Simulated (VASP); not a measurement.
# KCl (Fm-3m) in VASP: single point with HSE06

Aim: the single point of KCl with HSE06.

All numbers are computed with VASP 6.6.1; they aren't measurements. Logs are shortened: lines on timing, memory, paths and dates and some standing lists are left out, and cuts for length are marked.

## 1. The cell of the first run

It takes space group Fm-3m (No. 225, cubic). The conventional cell has a = 6.219 Å, b = 6.219 Å, c = 6.219 Å, α = 90.00°, β = 90.00°, γ = 90.00°. Within 4.1 Å of K (site symmetry m-3m) lie 6 Cl at 3.11 Å. Within 4.1 Å of Cl (site symmetry m-3m) lie 6 K at 3.11 Å.

## 2. Single point, HSE06 (strain -1.1%)

POSCAR

```
KCl
1.0
    0.0000000000      3.1096248336      3.1096248336
    3.1096248336      0.0000000000      3.1096248336
    3.1096248336      3.1096248336      0.0000000000
K Cl
1 1
Direct
    0.0000000000      0.0000000000      0.0000000000
    0.5000000000      0.5000000000      0.5000000000
```

INCAR.step1

```
  PREC = Accurate
  ENCUT = 520
  EDIFF = 1E-5
  ISMEAR = 0
  SIGMA = 0.01
  LREAL = False
  LASPH = True
  NELM = 100
  ALGO = Normal
  ISIF = 2
  LWAVE = True
  NBANDS = 15
  GGA = PE
```

INCAR.step2

```
  PREC = Accurate
  ENCUT = 520
  EDIFF = 1E-7
  ISMEAR = 0
  SIGMA = 0.01
  LREAL = False
  LASPH = True
  NELM = 100
  ALGO = Normal
  ISIF = 2
  LWAVE = False
  LCHARG = True
  GGA = PE
  LHFCALC = True
  HFSCREEN = 0.2079
  PRECFOCK = Normal
  LELF = True
  LVHAR = True
  NBANDS = 15
  ISTART = 1
```

KPOINTS

```
Automatic mesh
0
Gamma
  6 6 6
```

Potentials or basis: VASP PAW PBE potentials, release 64 (K_sv, Cl).

Command:

```bash
$ cat potpaw_PBE.64/K_sv/POTCAR potpaw_PBE.64/Cl/POTCAR > POTCAR
$ cp INCAR.step1 INCAR
$ mpirun -np 1 vasp_std > vasp.out
$ cp INCAR.step2 INCAR
$ mpirun -np 1 vasp_std > vasp.out
```

OUTCAR:

```text
PREC = Accurate
   ENCUT = 520
   EDIFF = 1E-7
   ISMEAR = 0
   LREAL = False
   LASPH = True
   NELM = 100
   ISIF = 2
   GGA = PE
   LHFCALC = True
   HFSCREEN = 0.2079
   PRECFOCK = Normal
   ISTART = 1

 ion  position               nearest neighbor table
   1  0.000  0.000  0.000-   2 3.11   2 3.11   2 3.11   2 3.11   2 3.11   2 3.11
   2  0.500  0.500  0.500-   1 3.11   1 3.11   1 3.11   1 3.11   1 3.11   1 3.11

  LATTYP: Found a face centered cubic cell.
 ALAT       =     6.2192496672

  Lattice vectors:

 A1 = (   0.0000000000,   3.1096248336,   3.1096248336)
 A2 = (   3.1096248336,   0.0000000000,   3.1096248336)
 A3 = (   3.1096248336,   3.1096248336,   0.0000000000)

Analysis of symmetry for initial positions (statically):
=====================================================================
 Subroutine PRICEL returns:
 Original cell was already a primitive cell.

 Routine SETGRP: Setting up the symmetry group for a
 face centered cubic supercell.

 Subroutine GETGRP returns: Found 48 space group operations
 (whereof 48 operations were pure point group operations)
 out of a pool of 48 trial point group operations.

The static configuration has the point symmetry O_h .

Analysis of symmetry for dynamics (positions and initial velocities):
=====================================================================
 Subroutine PRICEL returns:
 Original cell was already a primitive cell.

 Routine SETGRP: Setting up the symmetry group for a
 face centered cubic supercell.

 Subroutine GETGRP returns: Found 48 space group operations
 (whereof 48 operations were pure point group operations)
 out of a pool of 48 trial point group operations.

The dynamic configuration has the point symmetry O_h .

 Subroutine INISYM returns: Found 48 space group operations
 (whereof 48 operations are pure point group operations),
 and found     1 'primitive' translations

----------------------------------------------------------------------------------------

                                     Primitive cell

  volume of cell :      60.1387

  direct lattice vectors                    reciprocal lattice vectors
     0.000000000  3.109624834  3.109624834    -0.160791101  0.160791101  0.160791101
     3.109624834  0.000000000  3.109624834     0.160791101 -0.160791101  0.160791101
     3.109624834  3.109624834  0.000000000     0.160791101  0.160791101 -0.160791101

  length of vectors
     4.397673614  4.397673614  4.397673614     0.278498356  0.278498356  0.278498356

  position of ions in fractional coordinates (direct lattice)
     0.000000000  0.000000000  0.000000000
     0.500000000  0.500000000  0.500000000

  ion indices of the primitive-cell ions
   primitive index   ion index
                 1           1
                 2           2

----------------------------------------------------------------------------------------

 KPOINTS: Automatic mesh

Automatic generation of k-mesh.
 Grid dimensions read from file:
 generate k-points for:    6    6    6

 Generating k-lattice:

  Cartesian coordinates                     Fractional coordinates (reciprocal lattice)
    -0.026798517  0.026798517  0.026798517     0.166666667  0.000000000  0.000000000
     0.026798517 -0.026798517  0.026798517     0.000000000  0.166666667  0.000000000
     0.026798517  0.026798517 -0.026798517     0.000000000  0.000000000  0.166666667

  Length of vectors
     0.046416393  0.046416393  0.046416393

  Shift w.r.t. Gamma in fractional coordinates (k-lattice)
     0.000000000  0.000000000  0.000000000

 Subroutine IBZKPT returns following result:
 ===========================================

 Found     16 irreducible k-points:

 Following reciprocal coordinates:
            Coordinates               Weight
  0.000000  0.000000  0.000000      1.000000
  0.166667  0.000000  0.000000      8.000000
  0.333333  0.000000  0.000000      8.000000
  0.500000  0.000000  0.000000      4.000000
  0.166667  0.166667  0.000000      6.000000
  0.333333  0.166667  0.000000     24.000000
[... 8 lines left out ...]
 -0.333333  0.333333  0.166667     24.000000
 -0.333333  0.500000  0.166667     12.000000
   k-points           NKPTS =     16   k-points in BZ     NKDIM =    216   number of bands    NBANDS=     15
   number of dos      NEDOS =    301   number of ions     NIONS =      2
   total plane-waves  NPLWV =  46656
   dimension x,y,z NGX =    36 NGY =   36 NGZ =   36
   dimension x,y,z NGXF=    72 NGYF=   72 NGZF=   72
   ions per type =               1   1
   NGX,Y,Z   is equivalent  to a cutoff of  13.61, 13.61, 13.61 a.u.
   NGXF,Y,Z  is equivalent  to a cutoff of  27.22, 27.22, 27.22 a.u.
 SYSTEM =  unknown system
   PREC   = accura    normal or accurate (medium, high low for compatibility)
   ISTART =      1    job   : 0-new  1-cont  2-samecut
   ICHARG =      0    charge: 1-file 2-atom 10-const
   ISPIN  =      1    spin polarized calculation?
   LNONCOLLINEAR =      F non collinear calculations
   LSORBIT =      F    spin-orbit coupling
   LASPH  =      T    aspherical Exc in radial PAW
   ENCUT  =  520.0 eV  38.22 Ry    6.18 a.u.   8.18  8.18  8.18*2*pi/ulx,y,z
   NELM   =    100;   NELMIN=  2; NELMDL=  0     # of ELM steps
   EDIFF  = 0.1E-06   stopping-criterion for ELM
   LREAL  =      F    real-space projection
   EDIFFG = 0.1E-05   stopping-criterion for IOM
   NSW    =      0    number of steps for IOM
   IBRION =     -1    ionic relax: 0-MD 1-quasi-New 2-CG
   NFREE  =      0    steps in history (QN), initial steepest desc. (CG)
   ISIF   =      2    stress and relaxation
   ISYM   =      3    0-nonsym 1-usesym 2-fastsym
   POTIM  = 0.5000    time-step for ionic-motion
   TEBEG  =    0.0;   TEEND  =   0.0 temperature during run
   PSTRESS=    0.0 pullay stress
   NELECT =      16.0000    total number of electrons
   NUPDOWN=      -1.0000    fix difference up-down
   EMIN   =  10.00;   EMAX   =-10.00  energy-range for DOS
   EFERMI =   0.00;   METHOD = LEGACY
   ISMEAR =     0;   SIGMA  =   0.01  broadening in eV -4-tet -1-fermi 0-gaus
   EFERMI_NEDOS =   21; number of points for ismear=-14 and -15
   IALGO  =     38    algorithm
   IMIX   =      1    mixing-type and parameters
     AMIX     =   0.40;   BMIX     =  1.00
     AMIX_MAG =   1.60;   BMIX_MAG =  1.00
  volume/ion in A,a.u.               =      30.07       202.92
  Fermi-wavevector in a.u.,A,eV,Ry     =   1.052924  1.989737 15.084071  1.108648
  Thomas-Fermi vector in A             =   2.188025
   LORBIT       =      0    0 simple, 1 ext, 2 COOP (PROOUT), +10 PAW based schemes
   GGA     = PE    functional components
   LHFCALC =     T    Hartree Fock is set to
   PRECFOCK=normal    Normal, Fast or Accurate (Low or Medium for compatibility)
   ENCUT4O =  -1.0   cutoff for four orbital integrals eV
   NKREDX  =     1    reduce k-point grid by
   NKREDY  =     1    reduce k-point grid by
   NKREDZ  =     1    reduce k-point grid by
   AEXX    =    0.2500 exact exchange contribution
   HFSCREEN=    0.2079 screening length (either q_TF or 0.3 A-1)
   HFSCREENC=   0.2079 screening length for correlation (either q_TF or 0.3 A-1)
   ENCUTFOCK=  -1.0 apply spherical cutoff to Coloumb kernel
   IVDW    =     0    specifies the selected vdW correction
   LEPSILON=     F    determine dielectric tensor
   LRPA    =     F    only Hartree local field effects (RPA)
 non-spin polarized calculation
 Gauss-broadening in eV      SIGMA  =   0.01
  energy-cutoff  :      520.00
  volume of cell :       60.14
 maximum number of plane-waves:      1639
 NGX is ok and might be reduce to    36
  NGX = 28; NGY = 28; NGZ = 28

 number of electron      16.0000002 magnetization

 Free energy of the ion-electron system (eV)
  ---------------------------------------------------
  ext. energy  EPLUGINS =         0.00000000
  ---------------------------------------------------
  free energy    TOTEN  =        -7.85337779 eV

  energy without entropy =       -7.85337779  energy(sigma->0) =       -7.85337779

 E-fermi :  -2.5611     XC(G=0):  -6.4245

 val. band max:       -2.6882877543   @ k =   0.0000   0.0000   0.0000
 cond. band min:       3.9406095912   @ k =   0.0000   0.0000   0.0000
 fundamental gap:      6.6288973455
 Fermi energy:        -2.5611008783

 k-point     1 :       0.0000    0.0000    0.0000
  band No.  band energies     occupation
      1     -31.8644      2.00000
      2     -15.9957      2.00000
      3     -13.9735      2.00000
      4     -13.9735      2.00000
      5     -13.9735      2.00000
      6      -2.6883      2.00000
      7      -2.6883      2.00000
      8      -2.6883      2.00000
      9       3.9406      0.00000
     10       7.2499      0.00000
     11       7.2499      0.00000
     12       7.2499      0.00000
     13       8.2759      0.00000
     14       8.2759      0.00000
     15      11.6986      0.00000

 k-point     2 :       0.1667    0.0000    0.0000
  band No.  band energies     occupation
      1     -31.8610      2.00000
      2     -16.0419      2.00000
      3     -13.9753      2.00000
      4     -13.9753      2.00000
      5     -13.9082      2.00000
      6      -3.0269      2.00000
      7      -2.7844      2.00000
      8      -2.7844      2.00000
      9       4.6076      0.00000
     10       7.0337      0.00000
     11       7.6295      0.00000
     12       7.6295      0.00000
     13       8.6898      0.00000
     14       8.6898      0.00000
     15      12.8196      0.00000

 k-point     3 :       0.3333    0.0000    0.0000
  band No.  band energies     occupation
      1     -31.8544      2.00000
      2     -16.1270      2.00000
      3     -13.9790      2.00000
      4     -13.9790      2.00000
      5     -13.7840      2.00000
      6      -3.6017      2.00000
      7      -2.9672      2.00000
      8      -2.9672      2.00000
      9       5.8493      0.00000
     10       7.1351      0.00000
     11       8.6680      0.00000
     12       8.6680      0.00000
     13       9.7303      0.00000
     14       9.7303      0.00000
     15      12.1875      0.00000

 k-point     4 :       0.5000    0.0000    0.0000
  band No.  band energies     occupation
      1     -31.8511      2.00000
      2     -16.1665      2.00000
      3     -13.9808      2.00000
      4     -13.9808      2.00000
      5     -13.7243      2.00000
      6      -3.8544      2.00000
      7      -3.0544      2.00000
      8      -3.0544      2.00000
      9       6.3231      0.00000
     10       7.5678      0.00000
     11       9.7520      0.00000
     12       9.7520      0.00000
     13      10.3464      0.00000
     14      10.3464      0.00000
     15      11.5442      0.00000
[... 163 lines left out ...]
 k-point    14 :       0.5000    0.3333    0.1667
  band No.  band energies     occupation
      1     -31.8502      2.00000
      2     -16.0386      2.00000
      3     -14.0459      2.00000
      4     -14.0129      2.00000
      5     -13.8666      2.00000
      6      -3.5220      2.00000
      7      -3.0421      2.00000
      8      -3.0205      2.00000
      9       6.2614      0.00000
     10       6.7155      0.00000
     11       8.9450      0.00000
     12       9.7053      0.00000
     13       9.8510      0.00000
     14      10.1204      0.00000
     15      11.2345      0.00000

 k-point    15 :      -0.3333    0.3333    0.1667
  band No.  band energies     occupation
      1     -31.8481      2.00000
      2     -16.0230      2.00000
      3     -14.0636      2.00000
      4     -14.0426      2.00000
      5     -13.8583      2.00000
      6      -3.4761      2.00000
      7      -3.1732      2.00000
      8      -3.0852      2.00000
      9       6.7403      0.00000
     10       7.0241      0.00000
     11       8.7717      0.00000
     12       9.1953      0.00000
     13      10.4959      0.00000
     14      11.1063      0.00000
     15      11.2174      0.00000

 k-point    16 :      -0.3333    0.5000    0.1667
  band No.  band energies     occupation
      1     -31.8471      2.00000
      2     -15.9465      2.00000
      3     -14.1163      2.00000
      4     -14.0651      2.00000
      5     -13.9203      2.00000
      6      -3.3192      2.00000
      7      -3.1608      2.00000
      8      -3.0840      2.00000
      9       5.9739      0.00000
     10       7.8110      0.00000
     11       8.0853      0.00000
     12       9.3681      0.00000
     13      10.1897      0.00000
     14      11.1237      0.00000
     15      11.6272      0.00000

------------------------ aborting loop because EDIFF is reached ----------------------------------------

  FORCE on cell =-STRESS in cart. coord.  units (eV):
  Direction    XX          YY          ZZ          XY          YZ          ZX
  --------------------------------------------------------------------------------------
  -------------------------------------------------------------------------------------
  Total        0.4657623      0.4657623      0.4657623      0.0000000      0.0000000      0.0000000
  in kB       12.4085482     12.4085482     12.4085482      0.0000000      0.0000000      0.0000000
  external PRESSURE =      12.4085482 kB  Pullay stress =       0.0000000 kB

 VOLUME and BASIS-vectors are now :
 -----------------------------------------------------------------------------
  energy-cutoff  :      520.00
  volume of cell :       60.14
      direct lattice vectors                 reciprocal lattice vectors
     0.000000000  3.109624834  3.109624834    -0.160791101  0.160791101  0.160791101
     3.109624834  0.000000000  3.109624834     0.160791101 -0.160791101  0.160791101
     3.109624834  3.109624834  0.000000000     0.160791101  0.160791101 -0.160791101

 POSITION                                       TOTAL-FORCE (eV/Angst)
 -----------------------------------------------------------------------------------
      0.00000      0.00000      0.00000         0.000000     -0.000000      0.000000
      3.10962      3.10962      3.10962        -0.000000      0.000000     -0.000000
 -----------------------------------------------------------------------------------
    total drift:                               -0.000000     -0.000000     -0.000000

  FREE ENERGIE OF THE ION-ELECTRON SYSTEM (eV)
  ---------------------------------------------------
  free  energy   TOTEN  =        -7.8533777896 eV

  energy  without entropy=       -7.8533777896  energy(sigma->0) =       -7.85337779
```

It took 74 min on 1 thread of Intel Xeon Platinum 8259CL at 2.50GHz (Skylake/Cascade Lake), shared host; peak memory 0.34 GiB.

Results:

```
Free energy            : -7.8534 eV
Pressure               : 1.2 GPa
Band gap on the k mesh : 6.63 eV
```

Caveat: the cell differs from its parent crystal (strain -1.1%); the PAW data sets were made with another functional, which shifts forces and pressure a little.
